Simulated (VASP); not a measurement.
# Sb (I4/mmm) in VASP: further runs, part 3 of 3

VASP 6.6.1. The steps go on from the part before.

### Step 4. Single point, PBEsol (strain +0.0450 x Voigt [1, 0, 0, 0, 0, 0])

File INCAR:

```
PREC = Accurate
ENCUT = 520
EDIFF = 1E-6
ISMEAR = 0
SIGMA = 0.15
LREAL = F
LASPH = T
NELM = 80
ALGO = Normal
ISIF = 2
LWAVE = F
LCHARG = F
GGA = PS
NBANDS = 8
```

File KPOINTS:

```
Automatic mesh
0
Gamma
  18 18 18
```

File POSCAR:

```
Sb
1.0
   -1.9555512262      1.8713408863      1.8713408863
    1.9555512262     -1.8713408863      1.8713408863
    1.9555512262      1.8713408863     -1.8713408863
Sb
1
Direct
    0.0000000000      0.0000000000      0.0000000000
```

Potentials or basis: VASP PAW PBE potentials, release 64 (Sb).

Run with:

```console
cat potpaw_PBE.64/Sb/POTCAR > POTCAR
mpirun -np 1 vasp_std > vasp.out
```

OUTCAR:

```text
PREC = Accurate
   ENCUT = 520
   EDIFF = 1E-6
   ISMEAR = 0
   LREAL = F
   LASPH = T
   NELM = 80
   ISIF = 2
   GGA = PS

 ion  position               nearest neighbor table
   1  0.000  0.000  0.000-

  LATTYP: Found a body centered tetragonal cell.
 ALAT       =     3.7426817726
 C/A-ratio  =     1.0450000000

  Lattice vectors:

 A1 = (  -1.9555512262,   1.8713408863,  -1.8713408863)
 A2 = (  -1.9555512262,  -1.8713408863,   1.8713408863)
 A3 = (   1.9555512262,   1.8713408863,   1.8713408863)

Analysis of symmetry for initial positions (statically):
=====================================================================
 Subroutine PRICEL returns:
 Original cell was already a primitive cell.

 Routine SETGRP: Setting up the symmetry group for a
 body centered tetragonal supercell.

 Subroutine GETGRP returns: Found 16 space group operations
 (whereof 16 operations were pure point group operations)
 out of a pool of 16 trial point group operations.

The static configuration has the point symmetry D_4h.

Analysis of symmetry for dynamics (positions and initial velocities):
=====================================================================
 Subroutine PRICEL returns:
 Original cell was already a primitive cell.

 Routine SETGRP: Setting up the symmetry group for a
 body centered tetragonal supercell.

 Subroutine GETGRP returns: Found 16 space group operations
 (whereof 16 operations were pure point group operations)
 out of a pool of 16 trial point group operations.

The dynamic configuration has the point symmetry D_4h.

 Subroutine INISYM returns: Found 16 space group operations
 (whereof 16 operations are pure point group operations),
 and found     1 'primitive' translations

----------------------------------------------------------------------------------------

                                     Primitive cell

  volume of cell :      27.3927

  direct lattice vectors                    reciprocal lattice vectors
    -1.955551226  1.871340886  1.871340886     0.000000000  0.267188092  0.267188092
     1.955551226 -1.871340886  1.871340886     0.255682384  0.000000000  0.267188092
     1.955551226  1.871340886 -1.871340886     0.255682384  0.267188092  0.000000000

  length of vectors
     3.290594783  3.290594783  3.290594783     0.377861023  0.369814762  0.369814762

  position of ions in fractional coordinates (direct lattice)
     0.000000000  0.000000000  0.000000000

  ion indices of the primitive-cell ions
   primitive index   ion index
                 1           1

----------------------------------------------------------------------------------------

 KPOINTS: Automatic mesh

Automatic generation of k-mesh.
 Grid dimensions read from file:
 generate k-points for:   18   18   18

 Generating k-lattice:

  Cartesian coordinates                     Fractional coordinates (reciprocal lattice)
     0.000000000  0.014843783  0.014843783     0.055555556  0.000000000  0.000000000
     0.014204577  0.000000000  0.014843783     0.000000000  0.055555556  0.000000000
     0.014204577  0.014843783  0.000000000     0.000000000  0.000000000  0.055555556

  Length of vectors
     0.020992279  0.020545265  0.020545265

  Shift w.r.t. Gamma in fractional coordinates (k-lattice)
     0.000000000  0.000000000  0.000000000

 Subroutine IBZKPT returns following result:
 ===========================================

 Found    480 irreducible k-points:

 Following reciprocal coordinates:
            Coordinates               Weight
  0.000000  0.000000  0.000000      1.000000
  0.055556  0.000000  0.000000      4.000000
  0.111111  0.000000  0.000000      4.000000
  0.166667  0.000000  0.000000      4.000000
  0.222222  0.000000  0.000000      4.000000
  0.277778  0.000000  0.000000      4.000000
[... 16 lines left out ...]
  0.166667  0.111111  0.000000     16.000000
  0.222222  0.111111  0.000000     16.000000
 [... further k-points ...]
   k-points           NKPTS =    480   k-points in BZ     NKDIM =    480   number of bands    NBANDS=      8
   number of dos      NEDOS =    301   number of ions     NIONS =      1
   total plane-waves  NPLWV =  13824
   dimension x,y,z NGX =    24 NGY =   24 NGZ =   24
   dimension x,y,z NGXF=    48 NGYF=   48 NGZF=   48
   ions per type =               1
   NGX,Y,Z   is equivalent  to a cutoff of  12.13, 12.13, 12.13 a.u.
   NGXF,Y,Z  is equivalent  to a cutoff of  24.25, 24.25, 24.25 a.u.
 SYSTEM =  unknown system
   PREC   = accura    normal or accurate (medium, high low for compatibility)
   ISTART =      0    job   : 0-new  1-cont  2-samecut
   ICHARG =      2    charge: 1-file 2-atom 10-const
   ISPIN  =      1    spin polarized calculation?
   LNONCOLLINEAR =      F non collinear calculations
   LSORBIT =      F    spin-orbit coupling
   LASPH  =      T    aspherical Exc in radial PAW
   ENCUT  =  520.0 eV  38.22 Ry    6.18 a.u.   6.12  6.12  6.12*2*pi/ulx,y,z
   NELM   =     80;   NELMIN=  2; NELMDL= -5     # of ELM steps
   EDIFF  = 0.1E-05   stopping-criterion for ELM
   LREAL  =      F    real-space projection
   EDIFFG = 0.1E-04   stopping-criterion for IOM
   NSW    =      0    number of steps for IOM
   IBRION =     -1    ionic relax: 0-MD 1-quasi-New 2-CG
   NFREE  =      0    steps in history (QN), initial steepest desc. (CG)
   ISIF   =      2    stress and relaxation
   ISYM   =      2    0-nonsym 1-usesym 2-fastsym
   POTIM  = 0.5000    time-step for ionic-motion
   TEBEG  =    0.0;   TEEND  =   0.0 temperature during run
   PSTRESS=    0.0 pullay stress
   NELECT =       5.0000    total number of electrons
   NUPDOWN=      -1.0000    fix difference up-down
   EMIN   =  10.00;   EMAX   =-10.00  energy-range for DOS
   EFERMI =   0.00;   METHOD = LEGACY
   ISMEAR =     0;   SIGMA  =   0.15  broadening in eV -4-tet -1-fermi 0-gaus
   EFERMI_NEDOS =   21; number of points for ismear=-14 and -15
   IALGO  =     38    algorithm
   IMIX   =      4    mixing-type and parameters
     AMIX     =   0.40;   BMIX     =  1.00
     AMIX_MAG =   1.60;   BMIX_MAG =  1.00
  volume/ion in A,a.u.               =      27.39       184.86
  Fermi-wavevector in a.u.,A,eV,Ry     =   0.928652  1.754898 11.733599  0.862395
  Thomas-Fermi vector in A             =   2.054852
   LORBIT       =      0    0 simple, 1 ext, 2 COOP (PROOUT), +10 PAW based schemes
   GGA     = PS    functional components
   LHFCALC =     F    Hartree Fock is set to
   AEXX    =    0.0000 exact exchange contribution
   IVDW    =     0    specifies the selected vdW correction
   LEPSILON=     F    determine dielectric tensor
   LRPA    =     F    only Hartree local field effects (RPA)
 non-spin polarized calculation
 Gauss-broadening in eV      SIGMA  =   0.15
  energy-cutoff  :      520.00
  volume of cell :       27.39
 maximum number of plane-waves:       753
   NGX = 13   NGY = 13   NGZ = 13

 number of electron       5.0000000 magnetization

 Free energy of the ion-electron system (eV)
  ---------------------------------------------------
  ext. energy  EPLUGINS =         0.00000000
  ---------------------------------------------------
  free energy    TOTEN  =        -4.37082005 eV

  energy without entropy =       -4.36312562  energy(sigma->0) =       -4.36697283

 E-fermi :   8.0826     XC(G=0): -10.2570

 val. band max:        8.0815461662   @ k =   0.4444  -0.1667   0.1111
 cond. band min:       8.0830026101   @ k =   0.3333  -0.3333   0.2778
 fundamental gap:      0.0014564439
 Fermi energy:         8.0825579019

 k-point     1 :       0.0000    0.0000    0.0000
  band No.  band energies     occupation
      1      -4.6433      2.00000
      2      13.3262      0.00000
      3      13.4728      0.00000
      4      13.4728      0.00000
      5      18.3973      0.00000
      6      18.3973      0.00000
      7      19.0837      0.00000
      8      19.5049      0.00000

 k-point     2 :       0.0556    0.0000    0.0000
  band No.  band energies     occupation
      1      -4.5777      2.00000
      2      12.9972      0.00000
      3      13.0956      0.00000
      4      13.3900      0.00000
      5      17.8840      0.00000
      6      18.3977      0.00000
      7      18.7044      0.00000
      8      19.5447      0.00000
[... 221 lines left out ...]
 k-point    23 :       0.1667    0.1111    0.0000
  band No.  band energies     occupation
      1      -3.4234      2.00000
      2       8.4065      0.00225
      3      10.4408      0.00000
      4      11.9014      0.00000
      5      16.0301      0.00000
      6      17.0345      0.00000
      7      18.8650      0.00000
      8      20.5614      0.00000

 k-point    24 :       0.2222    0.1111    0.0000
  band No.  band energies     occupation
      1      -2.8554      2.00000
      2       7.0346      2.00000
      3       9.6338      0.00000
      4      11.4810      0.00000
      5      15.5381      0.00000
      6      16.8975      0.00000
      7      19.0014      0.00000
      8      21.7958      0.00000

 [... further k-points ...]
[... 5 lines left out ...]
  --------------------------------------------------------------------------------------
  -------------------------------------------------------------------------------------
  Total       -0.7332499     -0.4817044     -0.4817044      0.0000000      0.0000000      0.0000000
  in kB      -42.8871883    -28.1744995    -28.1744995      0.0000000      0.0000000      0.0000000
  external PRESSURE =     -33.0787291 kB  Pullay stress =       0.0000000 kB

 VOLUME and BASIS-vectors are now :
 -----------------------------------------------------------------------------
  energy-cutoff  :      520.00
  volume of cell :       27.39
      direct lattice vectors                 reciprocal lattice vectors
    -1.955551226  1.871340886  1.871340886     0.000000000  0.267188092  0.267188092
     1.955551226 -1.871340886  1.871340886     0.255682384  0.000000000  0.267188092
     1.955551226  1.871340886 -1.871340886     0.255682384  0.267188092  0.000000000

 POSITION                                       TOTAL-FORCE (eV/Angst)
 -----------------------------------------------------------------------------------
      0.00000      0.00000      0.00000         0.000000      0.000000     -0.000000
 -----------------------------------------------------------------------------------
    total drift:                                0.000000      0.000000      0.000000

  FREE ENERGIE OF THE ION-ELECTRON SYSTEM (eV)
  ---------------------------------------------------
  free  energy   TOTEN  =        -4.3708200487 eV

  energy  without entropy=       -4.3631256197  energy(sigma->0) =       -4.36697283
```

stdout:

```text
POSCAR found type information on POSCAR Sb
 POSCAR found :  1 types and       1 ions
 scaLAPACK will be used
 -----------------------------------------------------------------------------
|                                                                             |
|                                                                             |
|     You enforced a specific xc type in the INCAR file but a different       |
|     I HOPE YOU KNOW WHAT YOU ARE DOING!                                     |
|                                                                             |
 -----------------------------------------------------------------------------

 LDA part: xc-table for (Slater+PW92), standard interpolation
 POSCAR, INCAR and KPOINTS ok, starting setup
 FFT: planning ... GRIDC
 FFT: planning ... GRID_SOFT
 FFT: planning ... GRID
 WAVECAR not read
 entering main loop
```

Run time: 26 s. Hardware: 1 thread of Intel Xeon Platinum 8488C (Sapphire Rapids), shared host; peak memory 0.22 GiB.

Results:

```
Free energy : -4.3708 eV
Pressure    : -3.3 GPa
```

Levels at points of the mesh, in eV from the Fermi level:
| k point | band 1 | band 2 | band 3 | band 4 | band 5 | band 6 | band 7 |
| --- | --- | --- | --- | --- | --- | --- | --- |
| (0.00, 0.00, 0.00) | -12.73 | 5.24 | 5.39 | 5.39 | 10.31 | 10.31 | 11.00 |
| (0.50, 0.00, 0.00) | -8.63 | -5.42 | 1.36 | 3.21 | 5.98 | 6.50 | 14.38 |
| (0.00, 0.50, 0.00) | -8.87 | -5.53 | 1.82 | 3.88 | 6.54 | 7.15 | 13.01 |
| (0.50, 0.50, 0.50) | -5.73 | -2.44 | -1.70 | -1.70 | 2.87 | 3.17 | 17.45 |

Caveat: the cell differs from its parent crystal (strain +0.0450 x Voigt [1, 0, 0, 0, 0, 0]); the PAW data sets were made with another functional, which shifts forces and pressure a little; spin-orbit coupling is left out, which moves the levels of the heavy elements.

### Step 5. The runs side by side

| cell | gap on the mesh (eV) | pressure (GPa) |
| --- | --- | --- |
| a = 3.209 Å, angles 111.1, 108.7, 108.7°, 1 atom | none | 1.5 |
| a = 3.258 Å, angles 108.7, 109.9, 109.9°, 1 atom | none | -1.7 |
| a = 3.291 Å, angles 107.1, 110.7, 110.7°, 1 atom | none | -3.3 |

Alike in all rows: task single point; level PBEsol; potentials or basis VASP PAW PBE potentials, release 64 (Sb); no spin polarisation; k mesh 18 × 18 × 18; cutoff (eV) 520; smearing gaussian 0.15 eV.

Caveats: the PAW data sets were made with another functional, which shifts forces and pressure a little; spin-orbit coupling is left out, which moves the levels of the heavy elements.

Absolute energies hang on the potentials; compare differences alone.
